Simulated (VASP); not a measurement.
Bi, 2 atoms in the cell. The structure is trigonal, space group R-3m (No. 166). The conventional cell has a = 4.606 Å, b = 4.606 Å, c = 12.701 Å, α = 90.00°, β = 90.00°, γ = 120.00°. Within 4.1 Å of Bi (site symmetry 3m) lie 6 Bi at 3.12 to 3.72 Å. 

```yaml
Program: VASP 6.6.1
Task: single point
Functional: RPBE
Potentials_or_basis: VASP PAW PBE potentials, release 64 (Bi_d)
Cutoff: 520 eV
k_mesh: 14 × 14 × 14
Occupations: fermi-dirac, width 0.1 eV
Spin: no spin polarisation
Dipole_correction: no
Further_INCAR_settings: ALGO = Normal; EDIFF = 1e-07; NBANDS = 22
```

Potentials or basis: VASP PAW PBE potentials, release 64 (Bi_d).

Run with:

```bash
$ cat potpaw_PBE.64/Bi_d/POTCAR > POTCAR
$ mpirun -np 1 vasp_std > vasp.out
```

Hardware: 1 thread of AMD EPYC 7R43 64-Core Processor (Zen 3), on a shared host.

Q: How long does it take, and how much memory?

A: Run time: 11 min on 1 thread of AMD EPYC 7R43 64-Core Processor (Zen 3) (shared host), peak memory 0.48 GiB. Counts: scf iterations 13, k points 288.
